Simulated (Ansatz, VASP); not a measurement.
Pt: VASP beside Ansatz

```
Pt
1.0
     0.00000    1.96000    1.96000
     1.96000    0.00000    1.96000
     1.96000    1.96000    0.00000
Pt
1
Direct
  0.00000 0.00000 0.00000
```

Alike in both runs: task single point; functional PBE; k mesh 8 × 8 × 8; occupations gaussian, width 0.1 eV; no spin polarisation.

|  | VASP | Ansatz |
| --- | --- | --- |
| version | VASP 6.6.1 | Ansatz 0.2.0 |
| potentials or method | VASP PAW PBE potentials, release 64 (Pt), cutoff 520 eV | scalar-relativistic, plane waves, PAW |
| valence electrons in the cell | 10 | 18 |

VASP gave:

| Item | Value |
| --- | --- |
| gap on the k mesh at the Fermi level (eV) | none |
| pressure (GPa) | 9.3 |

Task: What did Ansatz give for the same quantities?

Result: gap on the k mesh at the Fermi level (eV): none; pressure (GPa): 9.9.

A gap of «none» marks a metal or a gap that the smearing closes. With one functional, cell and mesh, what is left measures potentials, basis and numerics. VASP's potentials hold 10 valence electrons a cell and Ansatz's 18, so a difference there can come from the potentials and not from the codes.

Spin-orbit coupling is off throughout.
